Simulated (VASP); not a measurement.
The system is KF.

```xyz
2
Lattice="0.0000 2.6544 2.6544 2.6544 0.0000 2.6544 2.6544 2.6544 0.0000" Properties=species:S:1:pos:R:3 pbc="T T T"
K     0.0000    0.0000    0.0000
F     2.6544    2.6544    2.6544
```

Base run:

* Program: VASP 6.6.1
* Functional: revPBE
* Potentials or basis: VASP PAW PBE potentials, release 64 (K_sv, F)
* Cutoff: 520 eV
* k mesh: 6 × 6 × 6
* Occupations: gaussian, width 0.1 eV
* Spin: no spin polarisation

Its results: band gap on the k mesh 6.58 eV, direct; pressure 4.4 GPa.

Question: The run is repeated on the same cell with these changes: functional from revPBE to PBEsol; further incar settings from ALGO = Normal; EDIFF = 1e-07; NBANDS = 15 to ALGO = Normal; EDIFF = 1e-06; NBANDS = 15. What comes out?

Answer: Band gap on the k mesh 6.13 eV, direct; pressure 0.0 GPa.

Caveats: the PAW data sets were made with another functional, which shifts forces and pressure a little.

